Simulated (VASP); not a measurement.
Set up this calculation in VASP 6.6.1, as the native input.

| Quantity | Value |
| --- | --- |
| Task | single point |
| Functional | PBE |
| Potentials or basis | VASP PAW PBE potentials, release 64 (Lu) |
| Cutoff | 520 eV |
| k mesh | 14 × 14 × 8 |
| Occupations | fermi-dirac, width 0.05 eV |
| Spin | no spin polarisation |
| Dipole correction | no |
| Further INCAR settings | ALGO = Normal; EDIFF = 1e-07; NBANDS = 32 |

The structure of Lu lies in POSCAR:

```
Lu
1.0
    3.0600941768      0.0000000000      0.0000000000
   -1.5300470884      2.6501192951      0.0000000000
    0.0000000000      0.0000000000      4.8801363965
Lu
2
Direct
    0.3333333333      0.6666666667      0.2500000000
    0.6666666667      0.3333333333      0.7500000000
```

These files were run (other wordings do the same):

INCAR

```
SYSTEM = Lu
PREC = Accurate
ENCUT = 520
EDIFF = 1E-7
ISMEAR = -1
SIGMA = 0.05
LREAL = .False.
LASPH = .True.
NELM = 60
ALGO = Normal
ISIF = 2
LWAVE = .False.
LCHARG = .True.
GGA = PE
LELF = .True.
LVHAR = .True.
NBANDS = 32
```

KPOINTS

```
regular mesh
0
Gamma
  14 14 8
  0 0 0
```

Potentials or basis: VASP PAW PBE potentials, release 64 (Lu).

Launch:

```bash
$ cat potpaw_PBE.64/Lu/POTCAR > POTCAR
$ mpirun -np 1 vasp_std > vasp.out
```

Results of the run:

```json
{
 "Pressure": "33.6 GPa",
 "Band gap on the k mesh": "zero (bands 25 and 26 overlap by 2.87 eV)"
}
```

Caveat: the cell stands under pressure; spin-orbit coupling is left out, which moves the levels of the heavy elements.

Wall time 2.7 min on 1 thread of Intel Xeon 8259CL, with other jobs on the host, peak memory 0.26 GiB.
